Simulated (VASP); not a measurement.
# PPt (P6_3mc) in VASP: further runs, part 3 of 3

VASP 6.6.1. The steps go on from the part before.

## Step 5: Relaxation of shape and atoms at fixed volume, PBEsol (19.16 Å³/atom)

This run uses another cell than the first one, of 19.16 Å³/atom.

INCAR reads:

```
SYSTEM = PPt
ALGO = Normal ; EDIFF = 1E-6
EDIFFG = -0.01 ; ENCUT = 600
GGA = PS ; IBRION = 2
ISIF = 4 ; ISMEAR = 0
LASPH = .TRUE. ; LCHARG = .FALSE.
LREAL = .FALSE. ; LWAVE = .FALSE.
NELM = 80 ; NSW = 60
PREC = Accurate ; SIGMA = 0.05
```

KPOINTS reads:

```
k-points
0
G
  10 10 6
  0 0 0
```

POSCAR reads:

```
PPt
1.0
    3.6482879962      0.0000000000      0.0000000000
   -1.8241439981      3.1595100850      0.0000000000
    0.0000000000      0.0000000000      6.6472907417
Pt P
2 2
Direct
    0.6666666667      0.3333333333     -0.0090624024
    0.3333333333      0.6666666667      0.4909375976
    0.6666666667      0.3333333333      0.6342624024
    0.3333333333      0.6666666667      0.1342624024
```

Potentials or basis: VASP PAW PBE potentials, release 64 (Pt, P).

Run with:

```sh
> cat potpaw_PBE.64/Pt/POTCAR potpaw_PBE.64/P/POTCAR > POTCAR
> mpirun -np 1 vasp_std > vasp.out
```

OUTCAR:

```text
SYSTEM = PPt
   EDIFF = 1E-6
   EDIFFG = -0.01
   ENCUT = 600
   GGA = PS
   IBRION = 2
   ISIF = 4
   ISMEAR = 0
   LASPH = .TRUE.
   LREAL = .FALSE.
   NELM = 80
   NSW = 60
   PREC = Accurate

 ion  position               nearest neighbor table
   1  0.667  0.333  0.991-   4 2.31   4 2.31   4 2.31   3 2.37
   2  0.333  0.667  0.491-   3 2.31   3 2.31   3 2.31   4 2.37
   3  0.667  0.333  0.634-   2 2.31   2 2.31   2 2.31   1 2.37
   4  0.333  0.667  0.134-   1 2.31   1 2.31   1 2.31   2 2.37

  LATTYP: Found a hexagonal cell.
 ALAT       =     3.6482879962
 C/A-ratio  =     1.8220301546

  Lattice vectors:

 A1 = (   3.6482879962,   0.0000000000,   0.0000000000)
 A2 = (  -1.8241439981,   3.1595100850,   0.0000000000)
 A3 = (   0.0000000000,   0.0000000000,   6.6472907417)

Analysis of symmetry for initial positions (statically):
=====================================================================
 Subroutine PRICEL returns:
 Original cell was already a primitive cell.

 Routine SETGRP: Setting up the symmetry group for a
 hexagonal supercell.

 Subroutine GETGRP returns: Found 12 space group operations
 (whereof  6 operations were pure point group operations)
 out of a pool of 24 trial point group operations.

The static configuration has the point symmetry C_3v.
[... 176 lines left out ...]
  -------------------------------------------------------------------------------------
  Total       -2.3639899     -2.3639899     -2.5050421      0.0000000      0.0000000      0.0000000
  in kB      -49.4313710    -49.4313710    -52.3807947      0.0000000      0.0000000      0.0000000
  external PRESSURE =     -50.4145122 kB  Pullay stress =       0.0000000 kB
[... 177 lines left out ...]
--------------------------------------- Ionic step        6  -------------------------------------------

 number of electron      29.9999996 magnetization

 Free energy of the ion-electron system (eV)
  ---------------------------------------------------
  ext. energy  EPLUGINS =         0.00000000
  ---------------------------------------------------
  free energy    TOTEN  =       -26.66147051 eV

  energy without entropy =      -26.65917523  energy(sigma->0) =      -26.66032287

 E-fermi :   7.0634     XC(G=0): -10.9247

 val. band max:        7.0212820887   @ k =   0.4000   0.2000   0.0000
 cond. band min:       7.0795972732   @ k =   0.3000   0.1000   0.1667
 fundamental gap:      0.0583151845
 Fermi energy:         7.0634470797

 k-point     1 :       0.0000    0.0000    0.0000
  band No.  band energies     occupation
      1      -5.9522      2.00000
      2      -4.7058      2.00000
      3       0.7366      2.00000
      4       0.8891      2.00000
      5       1.2267      2.00000
      6       1.2267      2.00000
[... 505 lines left out ...]
      6       1.6988      2.00000
[... 11 lines left out ...]
     18       8.6912      0.00000
     19      11.7401      0.00000

 [... further k-points ...]

------------------------ aborting loop because EDIFF is reached ----------------------------------------

  FORCE on cell =-STRESS in cart. coord.  units (eV):
  Direction    XX          YY          ZZ          XY          YZ          ZX
  --------------------------------------------------------------------------------------
  -------------------------------------------------------------------------------------
  Total       -2.2751661     -2.2751661     -2.3031589      0.0000000     -0.0000000      0.0000000
  in kB      -47.5740532    -47.5740532    -48.1593873      0.0000000     -0.0000000      0.0000000
  external PRESSURE =     -47.7691646 kB  Pullay stress =       0.0000000 kB
[... 19 lines left out ...]
  FREE ENERGIE OF THE ION-ELECTRON SYSTEM (eV)
  ---------------------------------------------------
  free  energy   TOTEN  =       -26.6614705064 eV

  energy  without entropy=      -26.6591752296  energy(sigma->0) =      -26.66032287

 reached required accuracy - stopping structural energy minimisation
```

CONTCAR:

```text
PPt
   1.00000000000000
     3.6614618203479017   -0.0000000000000000    0.0000000000000000
    -1.8307309101739508    3.1709189513853961   -0.0000000000000000
    -0.0000000000000000    0.0000000000000000    6.5995433084983359
  Pt              P
     2     2
Direct
     0.6666666667000030    0.3333333332999970    0.9921024683570340
     0.3333333332999970    0.6666666667000030    0.4921024683570339
     0.6666666667000030    0.3333333332999970    0.6330975316429656
     0.3333333332999970    0.6666666667000030    0.1330975316429656

  0.00000000E+00  0.00000000E+00  0.00000000E+00
  0.00000000E+00  0.00000000E+00  0.00000000E+00
  0.00000000E+00  0.00000000E+00  0.00000000E+00
  0.00000000E+00  0.00000000E+00  0.00000000E+00
```

Wall time 2 min (1 thread of Intel Xeon 6975P-C (Granite Rapids), shared host); peak memory 0.27 GiB.

Results:

* Free energy: -26.6615 eV
* Energy gained by relaxing: 0.3 meV/atom
* Ionic steps: 6
* Pressure after relaxing: -4.8 GPa
* Largest force after relaxing: 0.010 eV/Å
* Band gap on the k mesh: zero (bands 15 and 16 overlap by 3.81 eV)

Forces in eV/Å, atoms in the order of the input:
```
Pt   0.000  0.000 -0.010
Pt   0.000  0.000 -0.010
P    0.000  0.000  0.010
P    0.000  0.000  0.010
```

The path:
```csv
step,energy change (eV),largest force (eV/Å),pressure (GPa),volume (Å³)
1,0.0000,0.0559,-5.04,76.62
2,-0.0006,0.0144,-4.99,76.62
3,-0.0008,0.0321,-4.88,76.62
4,-0.0011,0.0237,-4.84,76.62
5,-0.0013,0.0115,-4.79,76.62
6,-0.0013,0.0097,-4.78,76.62
```

Final structure:
```
Pt P
1.0
     3.66146    0.00000    0.00000
    -1.83073    3.17092    0.00000
     0.00000    0.00000    6.59954
Pt P
2 2
Direct
  0.66667 0.33333 0.99210
  0.33333 0.66667 0.49210
  0.66667 0.33333 0.63310
  0.33333 0.66667 0.13310
```

Levels at points of the mesh, in eV from the Fermi level:
| k point | band 12 | band 13 | band 14 | band 15 | band 16 | band 17 | band 18 | band 19 |
| --- | --- | --- | --- | --- | --- | --- | --- | --- |
| (0.00, 0.00, 0.00) | -3.43 | -3.34 | 1.91 | 1.91 | 2.72 | 3.67 | 4.04 | 4.04 |
| (0.50, 0.00, 0.00) | -3.03 | -2.53 | -2.48 | -1.85 | -0.64 | 0.52 | 2.03 | 4.37 |
| (0.00, 0.00, 0.50) | -3.63 | -0.72 | -0.72 | 2.76 | 2.76 | 2.76 | 2.76 | 4.67 |
| (0.50, 0.00, 0.50) | -3.17 | -2.93 | -2.93 | -0.21 | -0.21 | 0.69 | 0.69 | 4.74 |

Caveat: the PAW data sets were made with another functional, which shifts forces and pressure a little; spin-orbit coupling is left out, which moves the levels of the heavy elements.

## Step 6: Single point, PBEsol (17.68 Å³/atom)

INCAR reads:

```
SYSTEM = PPt
PREC     = Accurate       ! precision mode
ENCUT    = 520            ! plane-wave cutoff, eV
EDIFF    = 1E-7           ! SCF threshold, eV
ISMEAR   = 0              ! smearing method
SIGMA    = 0.05           ! smearing width, eV
LREAL    = .False.        ! projectors in reciprocal space
LASPH    = .True.         ! aspherical terms in the spheres
NELM     = 60             ! most SCF steps
ALGO     = Normal         ! electronic algorithm
ISIF     = 2              ! what is computed and relaxed
LWAVE    = .False.        ! write WAVECAR
LCHARG   = .False.        ! write CHGCAR
GGA      = PS             ! functional
NBANDS   = 23             ! bands
```

KPOINTS reads:

```
Automatic mesh
0
Gamma
  10 10 6
  0 0 0
```

POSCAR reads:

```
PPt
1.0
    3.3659433030      0.0000000000      0.0000000000
   -1.6829716515      2.9149924081      0.0000000000
    0.0000000000      0.0000000000      7.2085381989
Pt P
2 2
Direct
    0.6666666667      0.3333333333     -0.0207585682
    0.3333333333      0.6666666667      0.4792414318
    0.6666666667      0.3333333333      0.6459585682
    0.3333333333      0.6666666667      0.1459585682
```

Potentials or basis: VASP PAW PBE potentials, release 64 (Pt, P).

Run with:

```sh
> cat potpaw_PBE.64/Pt/POTCAR potpaw_PBE.64/P/POTCAR > POTCAR
> mpirun -np 1 vasp_std > vasp.out
```

It took 3 min on 1 thread of Intel Xeon 8259CL, shared host; peak memory 0.24 GiB.

The run converged. Its results:

```yaml
Free_energy: -26.7269 eV
Pressure: 0.2 GPa
Largest_force: 0.006 eV/Å
Band_gap_on_the_k_mesh: zero (bands 15 and 16 overlap by 3.88 eV)
```

Forces in eV/Å, atoms in the order of the input:
```
Pt   0.000  0.000 -0.006
Pt   0.000  0.000 -0.006
P    0.000  0.000  0.006
P    0.000  0.000  0.006
```

Levels at points of the mesh, in eV from the Fermi level:
```
           k point  band 13  band 14  band 15  band 16  band 17  band 18
(0.00, 0.00, 0.00)    -3.61     0.54     2.31     2.31     3.37     4.03
(0.50, 0.00, 0.00)    -2.49    -2.12    -1.47    -0.69     0.07     2.84
(0.00, 0.00, 0.50)    -2.35    -2.35     3.04     3.04     3.04     3.04
(0.50, 0.00, 0.50)    -2.24    -2.24    -0.79    -0.79     1.33     1.33
```

Caveat: the PAW data sets were made with another functional, which shifts forces and pressure a little; spin-orbit coupling is left out, which moves the levels of the heavy elements.

## Step 7: The runs side by side

| task | cell | cutoff (eV) | gap on the mesh (eV) | pressure (GPa) | largest force (eV/Å) |
| --- | --- | --- | --- | --- | --- |
| relaxation of shape and atoms at fixed volume | relaxed from a = 3.518, b = 3.518, c = 6.598 Å, angles 90.0, 90.0, 120.0°, 4 atoms, atomic positions A | 600 | none | 0.3 | 0.01 |
| relaxation of shape and atoms at fixed volume | relaxed from a = 3.561, b = 3.561, c = 6.573 Å, angles 90.0, 90.0, 120.0°, 4 atoms, atomic positions B | 600 | none | 2.7 | - |
| relaxation of shape and atoms at fixed volume | relaxed from a = 3.609, b = 3.609, c = 6.661 Å, angles 90.0, 90.0, 120.0°, 4 atoms, atomic positions B | 600 | none | -2.5 | - |
| relaxation of shape and atoms at fixed volume | relaxed from a = 3.648, b = 3.648, c = 6.647 Å, angles 90.0, 90.0, 120.0°, 4 atoms, atomic positions C | 600 | none | -4.8 | 0.01 |
| single point | a = 3.366, b = 3.366, c = 7.209 Å, angles 90.0, 90.0, 120.0°, 4 atoms, atomic positions D | 520 | none | 0.2 | 0.01 |

Alike in all rows: level PBEsol; potentials or basis VASP PAW PBE potentials, release 64 (Pt, P); no spin polarisation; k mesh 10 × 10 × 6; smearing gaussian 0.05 eV.

Caveats: the PAW data sets were made with another functional, which shifts forces and pressure a little; spin-orbit coupling is left out, which moves the levels of the heavy elements.

Total energies depend on the potentials used, so only differences within one code and one set of settings carry meaning.

The gap in the log of VASP goes by the Fermi energy; the results here count the filled bands.